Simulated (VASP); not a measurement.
# AlN (P6_3mc) in VASP: a series of runs, part 2 of 2

VASP 6.6.1. Earlier steps stand in the parts before.

### 5 Single point, PBEsol (strain +0.000 along x and y, +0.015 along z)

Input file INCAR:

```
SYSTEM = AlN
ALGO     = Normal         ! electronic algorithm
EDIFF    = 1E-7           ! SCF threshold, eV
ENCUT    = 520            ! plane-wave cutoff, eV
GGA      = PS             ! functional
ISIF     = 2              ! what is computed and relaxed
ISMEAR   = 0              ! smearing method
LASPH    = .TRUE.         ! aspherical terms in the spheres
LCHARG   = .FALSE.        ! write CHGCAR
LREAL    = .FALSE.        ! projectors in reciprocal space
LWAVE    = .FALSE.        ! write WAVECAR
NBANDS   = 16             ! bands
NELM     = 80             ! most SCF steps
PREC     = Accurate       ! precision mode
SIGMA    = 0.05           ! smearing width, eV
```

Input file KPOINTS:

```
k-points
0
G
  9 9 6
  0 0 0
```

Input file POSCAR:

```
AlN
1.0
    3.1110021516      0.0000000000      0.0000000000
   -1.5555010758      2.6942068945      0.0000000000
    0.0000000000      0.0000000000      5.0526700000
Al N
2 2
Direct
    0.3333333333      0.6666666667      0.0000000000
    0.6666666667      0.3333333333      0.5000000000
    0.3333333333      0.6666666667      0.3850000000
    0.6666666667      0.3333333333      0.8850000000
```

Potentials or basis: VASP PAW PBE potentials, release 64 (Al, N).

The run is started by

```bash
$ cat potpaw_PBE.64/Al/POTCAR potpaw_PBE.64/N/POTCAR > POTCAR
$ mpirun -np 1 vasp_std > vasp.out
```

OUTCAR:

```text
SYSTEM = AlN
   EDIFF = 1E-7
   ENCUT = 520
   GGA = PS
   ISIF = 2
   ISMEAR = 0
   LASPH = .TRUE.
   LREAL = .FALSE.
   NELM = 80
   PREC = Accurate

 ion  position               nearest neighbor table
   1  0.333  0.667  0.000-   4 1.89   4 1.89   4 1.89   3 1.95   2 3.10   2 3.10   2 3.10   2 3.10
                             2 3.10   2 3.10
   2  0.667  0.333  0.500-   3 1.89   3 1.89   3 1.89   4 1.95   1 3.10   1 3.10   1 3.10   1 3.10
                             1 3.10   1 3.10
   3  0.333  0.667  0.385-   2 1.89   2 1.89   2 1.89   1 1.95
   4  0.667  0.333  0.885-   1 1.89   1 1.89   1 1.89   2 1.95

  LATTYP: Found a hexagonal cell.
 ALAT       =     3.1110021516
 C/A-ratio  =     1.6241293814

  Lattice vectors:

 A1 = (   3.1110021516,   0.0000000000,   0.0000000000)
 A2 = (  -1.5555010758,   2.6942068945,   0.0000000000)
 A3 = (   0.0000000000,   0.0000000000,   5.0526700000)

Analysis of symmetry for initial positions (statically):
=====================================================================
 Subroutine PRICEL returns:
 Original cell was already a primitive cell.

 Routine SETGRP: Setting up the symmetry group for a
 hexagonal supercell.

 Subroutine GETGRP returns: Found 12 space group operations
 (whereof  6 operations were pure point group operations)
 out of a pool of 24 trial point group operations.

The static configuration has the point symmetry C_3v.
 The point group associated with its full space group is C_6v.

Analysis of symmetry for dynamics (positions and initial velocities):
=====================================================================
 Subroutine PRICEL returns:
 Original cell was already a primitive cell.

 Routine SETGRP: Setting up the symmetry group for a
 hexagonal supercell.

 Subroutine GETGRP returns: Found 12 space group operations
 (whereof  6 operations were pure point group operations)
 out of a pool of 24 trial point group operations.

The dynamic configuration has the point symmetry C_3v.
 The point group associated with its full space group is C_6v.

 Subroutine INISYM returns: Found 12 space group operations
 (whereof  6 operations are pure point group operations),
 and found     1 'primitive' translations

----------------------------------------------------------------------------------------

                                     Primitive cell

  volume of cell :      42.3499

  direct lattice vectors                    reciprocal lattice vectors
     3.111002152  0.000000000  0.000000000     0.321439829  0.185583372  0.000000000
    -1.555501076  2.694206895  0.000000000     0.000000000  0.371166744  0.000000000
     0.000000000  0.000000000  5.052670000     0.000000000  0.000000000  0.197915162

  length of vectors
     3.111002152  3.111002152  5.052670000     0.371166744  0.371166744  0.197915162

  position of ions in fractional coordinates (direct lattice)
     0.333333333  0.666666667  0.000000000
     0.666666667  0.333333333  0.500000000
     0.333333333  0.666666667  0.385000000
     0.666666667  0.333333333  0.885000000

  ion indices of the primitive-cell ions
   primitive index   ion index
                 1           1
                 2           2
                 3           3
                 4           4

[... 31 lines left out ...]
  0.333333  0.000000  0.000000      6.000000
  0.444444  0.000000  0.000000      6.000000
  0.111111  0.111111  0.000000      6.000000
[... 16 lines left out ...]
  0.333333  0.222222  0.166667     24.000000
  0.333333  0.333333  0.166667      4.000000
 [... further k-points ...]
   k-points           NKPTS =     48   k-points in BZ     NKDIM =     48   number of bands    NBANDS=     16
   number of dos      NEDOS =    301   number of ions     NIONS =      4
   total plane-waves  NPLWV =  23040
   dimension x,y,z NGX =    24 NGY =   24 NGZ =   40
   dimension x,y,z NGXF=    48 NGYF=   48 NGZF=   80
   ions per type =               2   2
   NGX,Y,Z   is equivalent  to a cutoff of  12.83, 12.83, 13.16 a.u.
   NGXF,Y,Z  is equivalent  to a cutoff of  25.65, 25.65, 26.32 a.u.
 SYSTEM =  AlN
   PREC   = accura    normal or accurate (medium, high low for compatibility)
   ISTART =      0    job   : 0-new  1-cont  2-samecut
   ICHARG =      2    charge: 1-file 2-atom 10-const
   ISPIN  =      1    spin polarized calculation?
   LNONCOLLINEAR =      F non collinear calculations
   LSORBIT =      F    spin-orbit coupling
   LASPH  =      T    aspherical Exc in radial PAW
   ENCUT  =  520.0 eV  38.22 Ry    6.18 a.u.   5.78  5.78  9.39*2*pi/ulx,y,z
   NELM   =     80;   NELMIN=  2; NELMDL= -5     # of ELM steps
   EDIFF  = 0.1E-06   stopping-criterion for ELM
   LREAL  =      F    real-space projection
   EDIFFG = 0.1E-05   stopping-criterion for IOM
   NSW    =      0    number of steps for IOM
   IBRION =     -1    ionic relax: 0-MD 1-quasi-New 2-CG
   NFREE  =      0    steps in history (QN), initial steepest desc. (CG)
   ISIF   =      2    stress and relaxation
   ISYM   =      2    0-nonsym 1-usesym 2-fastsym
   POTIM  = 0.5000    time-step for ionic-motion
   TEBEG  =    0.0;   TEEND  =   0.0 temperature during run
   PSTRESS=    0.0 pullay stress
   NELECT =      16.0000    total number of electrons
   NUPDOWN=      -1.0000    fix difference up-down
   EMIN   =  10.00;   EMAX   =-10.00  energy-range for DOS
   EFERMI =   0.00;   METHOD = LEGACY
   ISMEAR =     0;   SIGMA  =   0.05  broadening in eV -4-tet -1-fermi 0-gaus
   EFERMI_NEDOS =   21; number of points for ismear=-14 and -15
   IALGO  =     38    algorithm
   IMIX   =      4    mixing-type and parameters
     AMIX     =   0.40;   BMIX     =  1.00
     AMIX_MAG =   1.60;   BMIX_MAG =  1.00
  volume/ion in A,a.u.               =      10.59        71.45
  Fermi-wavevector in a.u.,A,eV,Ry     =   1.183489  2.236469 19.056937  1.400645
  Thomas-Fermi vector in A             =   2.319722
   LORBIT       =      0    0 simple, 1 ext, 2 COOP (PROOUT), +10 PAW based schemes
   GGA     = PS    functional components
   LHFCALC =     F    Hartree Fock is set to
   AEXX    =    0.0000 exact exchange contribution
   IVDW    =     0    specifies the selected vdW correction
   LEPSILON=     F    determine dielectric tensor
   LRPA    =     F    only Hartree local field effects (RPA)
 non-spin polarized calculation
 Gauss-broadening in eV      SIGMA  =   0.05
  energy-cutoff  :      520.00
  volume of cell :       42.35
 maximum number of plane-waves:      1182
 NGX is ok and might be reduce to    24
   NGX = 11   NGY = 11   NGZ = 19

 number of electron      15.9999998 magnetization

 Free energy of the ion-electron system (eV)
  ---------------------------------------------------
  ext. energy  EPLUGINS =         0.00000000
  ---------------------------------------------------
  free energy    TOTEN  =       -31.29464409 eV

  energy without entropy =      -31.29464409  energy(sigma->0) =      -31.29464409

 E-fermi :   6.1970     XC(G=0): -11.0471

 val. band max:        5.9335455573   @ k =   0.0000   0.0000   0.0000
 cond. band min:       9.9276391870   @ k =   0.0000   0.0000   0.0000
 fundamental gap:      3.9940936297
 Fermi energy:         6.1970258917

 k-point     1 :       0.0000    0.0000    0.0000
  band No.  band energies     occupation
      1      -9.1545      2.00000
      2      -7.0784      2.00000
      3      -0.0805      2.00000
      4       5.0965      2.00000
      5       5.0965      2.00000
      6       5.7074      2.00000
[... 433 lines left out ...]
      3       1.2226      2.00000
      4       1.7565      2.00000
      5       1.7565      2.00000
      6       3.1630      2.00000
[... 8 lines left out ...]
     15      18.7415      0.00000
     16      20.8250      0.00000

 [... further k-points ...]

------------------------ aborting loop because EDIFF is reached ----------------------------------------

  FORCE on cell =-STRESS in cart. coord.  units (eV):
  Direction    XX          YY          ZZ          XY          YZ          ZX
  --------------------------------------------------------------------------------------
  -------------------------------------------------------------------------------------
  Total        0.0621112      0.0621112     -1.8154118      0.0000000      0.0000000      0.0000000
  in kB        2.3497860      2.3497860    -68.6805164      0.0000000      0.0000000      0.0000000
  external PRESSURE =     -21.3269814 kB  Pullay stress =       0.0000000 kB

 VOLUME and BASIS-vectors are now :
 -----------------------------------------------------------------------------
  energy-cutoff  :      520.00
  volume of cell :       42.35
      direct lattice vectors                 reciprocal lattice vectors
     3.111002152  0.000000000  0.000000000     0.321439829  0.185583372  0.000000000
    -1.555501076  2.694206895  0.000000000     0.000000000  0.371166744  0.000000000
     0.000000000  0.000000000  5.052670000     0.000000000  0.000000000  0.197915162

 POSITION                                       TOTAL-FORCE (eV/Angst)
 -----------------------------------------------------------------------------------
     -0.00000      1.79614      0.00000        -0.000000      0.000000      0.323314
      1.55550      0.89807      2.52633         0.000000     -0.000000      0.323314
     -0.00000      1.79614      1.94528        -0.000000      0.000000     -0.323314
      1.55550      0.89807      4.47161         0.000000      0.000000     -0.323314
 -----------------------------------------------------------------------------------
    total drift:                               -0.000000      0.000000      0.000889

  FREE ENERGIE OF THE ION-ELECTRON SYSTEM (eV)
  ---------------------------------------------------
  free  energy   TOTEN  =       -31.2946440921 eV

  energy  without entropy=      -31.2946440921  energy(sigma->0) =      -31.29464409
```

It took 49 s on 1 thread of AMD EPYC 7R13 (Zen 3), shared host; peak memory 0.13 GiB.

What came out:

```
Free energy            : -31.2946 eV
Pressure               : -2.1 GPa
Largest force          : 0.323 eV/Å
Band gap on the k mesh : 3.99 eV, direct
```

Forces in eV/Å, atoms in the order of the input:
```
Al   0.000  0.000  0.323
Al   0.000  0.000  0.323
N    0.000  0.000 -0.323
N    0.000  0.000 -0.323
```

Stress tensor (GPa, compression positive):
```
 0.23  0.00  0.00
 0.00  0.23  0.00
 0.00  0.00 -6.87
```

Caveat: the cell differs from its parent crystal (strain +0.000 along x and y, +0.015 along z); the PAW data sets were made with another functional, which shifts forces and pressure a little.

### 6 The runs side by side

| cell | gap on the mesh (eV) | pressure (GPa) | largest force (eV/Å) |
| --- | --- | --- | --- |
| a = 3.158, b = 3.158, c = 4.829 Å, angles 90.0, 90.0, 120.0°, 4 atoms | 3.97 | 0.5 | 0.44 |
| a = 3.111, b = 3.111, c = 5.127 Å, angles 90.0, 90.0, 120.0°, 4 atoms | 3.89 | -4.6 | 0.42 |
| a = 3.204, b = 3.204, c = 4.829 Å, angles 90.0, 90.0, 120.0°, 4 atoms | 3.68 | -5.0 | 0.58 |
| a = 3.111, b = 3.111, c = 5.053 Å, angles 90.0, 90.0, 120.0°, 4 atoms | 3.99 | -2.1 | 0.32 |

Alike in all rows: task single point; level PBEsol; potentials or basis VASP PAW PBE potentials, release 64 (Al, N); no spin polarisation; k mesh 9 × 9 × 6; cutoff (eV) 520; smearing gaussian 0.05 eV.

Caveats: the PAW data sets were made with another functional, which shifts forces and pressure a little.

Absolute energies hang on the potentials; compare differences alone.
